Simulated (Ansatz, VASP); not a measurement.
**Two plane-wave programs on CuGe4**

INCAR

```
SYSTEM = CuGe4
PREC     = Accurate       ! precision mode
ENCUT    = 520            ! plane-wave cutoff, eV
EDIFF    = 1E-7           ! SCF threshold, eV
ISMEAR   = 0              ! smearing method
SIGMA    = 0.1            ! smearing width, eV
LREAL    = .False.        ! projectors in reciprocal space
LASPH    = .True.         ! aspherical terms in the spheres
NELM     = 100            ! most SCF steps
ALGO     = Fast           ! electronic algorithm
ISIF     = 2              ! what is computed and relaxed
LWAVE    = .False.        ! write WAVECAR
LCHARG   = .False.        ! write CHGCAR
LDIPOL   = .True.       
IDIPOL   = 3            
DIPOL    = 0.5 0.5 0.335
GGA      = PE             ! functional
IVDW     = 12             ! dispersion correction
NBANDS   = 42             ! bands
```

The input KPOINTS:

```
regular mesh
0
Gamma
  9 9 1
  0 0 0
```

The input POSCAR:

```
CuGe4
1.0
    4.0303587933      0.0000000000      0.0000000000
   -2.0151793967      3.4903931014      0.0000000000
    0.0000000000      0.0000000000     21.4984134729
Ge Cu
4 1
Direct
    0.3333333333      0.6666666667      0.1860602414
    0.0000000000      0.0000000000      0.2243278812
    0.0000000000      0.0000000000      0.3459155542
    0.6666666667      0.3333333333      0.3813496974
    0.7777777778      0.7777777778      0.5348493966
```

Input for Ansatz:

```yaml
crystal:
  lattice:
    - [4.0303587933, 0.0, 0.0]
    - [-2.0151793967, 3.4903931014, 0.0]
    - [0.0, 0.0, 21.4984134729]
  atoms:
    - { symbol: Ge, position: [0.3333333333, 0.6666666667, 0.1860602414] }
    - { symbol: Ge, position: [0.0, 0.0, 0.2243278812] }
    - { symbol: Ge, position: [0.0, 0.0, 0.3459155542] }
    - { symbol: Ge, position: [0.6666666667, 0.3333333333, 0.3813496974] }
    - { symbol: Cu, position: [0.7777777778, 0.7777777778, 0.5348493966] }
basis:
  ecutwfc: 420
kpoints:
  mp_grid: { grid: [9, 9, 1] }
hamiltonian:
  xc: pbe
  pseudopotentials: { kind: paw, azcp: { folder: soft_1 } }
  dispersion: d3bj
scf:
  occupations: { method: gaussian, width: 0.1 }
output:
  forces: true
  eigenvalues: true
efield:
  axis: 3
  dipole_correction: true
  ramp_width: 0.04
```

Alike in both runs: task single point; functional PBE; dispersion D3(BJ); k mesh 9 × 9 × 1; occupations gaussian, width 0.1 eV; no spin polarisation.

|  | VASP | Ansatz |
| --- | --- | --- |
| version | VASP 6.6.1 | Ansatz 0.2.0 |
| potentials or method | VASP PAW PBE potentials, release 64 (Ge_d, Cu), cutoff 520 eV | scalar-relativistic, plane waves, PAW |
| valence electrons in the cell | 67 | 75 |

```tsv
	VASP	Ansatz	Ansatz less VASP
gap on the k mesh at the Fermi level (eV)	none	none	-
rms of the force components (eV/Å)	0.192	0.192	+0.0001
```

Atom by atom the forces differ by 0.001 eV/Å (rms over components). A gap of «none» marks a metal or a gap that the smearing closes. VASP's potentials hold 67 valence electrons a cell and Ansatz's 75, so a difference there can come from the potentials and not from the codes.
